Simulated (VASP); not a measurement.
Here is a VASP 6.6.1 calculation.

Contents of INCAR:

```
PREC = Accurate
ENCUT = 520
EDIFF = 1E-6
ISMEAR = 0
SIGMA = 0.05
LREAL = F
LASPH = T
NELM = 80
ALGO = Normal
ISIF = 2
LWAVE = F
LCHARG = F
LDIPOL = T
IDIPOL = 3
DIPOL = 0.5 0.5 0.500
GGA = PE
IVDW = 12
NBANDS = 20
```

KPOINTS

```
regular mesh
0
Gamma
  9 9 1
```

File POSCAR:

```
WS2
1.0
    3.1592852126     -0.0000000029      0.0000000000
   -1.5796426038      2.7360212534      0.0000000000
    0.0000000000      0.0000000000     20.1521408933
S W
2 1
Direct
    0.3333333333      0.6666666667      0.4217914139
    0.3333333333      0.6666666667      0.5782085861
    0.6666666667      0.3333333333      0.5000016540
```

Potentials or basis: VASP PAW PBE potentials, release 64 (S, W_sv).

The run is started by

```bash
$ cat potpaw_PBE.64/S/POTCAR potpaw_PBE.64/W_sv/POTCAR > POTCAR
$ mpirun -np 1 vasp_std > vasp.out
```

(1) What does it give for the largest force?

(2) Estimate the dispersion energy per atom.

(3) Predict the band gap on the k mesh.

Results:

(1) 0.005 eV/Å.

(2) -0.310 eV.

(3) 1.92 eV.

Caveat: spin-orbit coupling is left out, which moves the levels of the heavy elements.
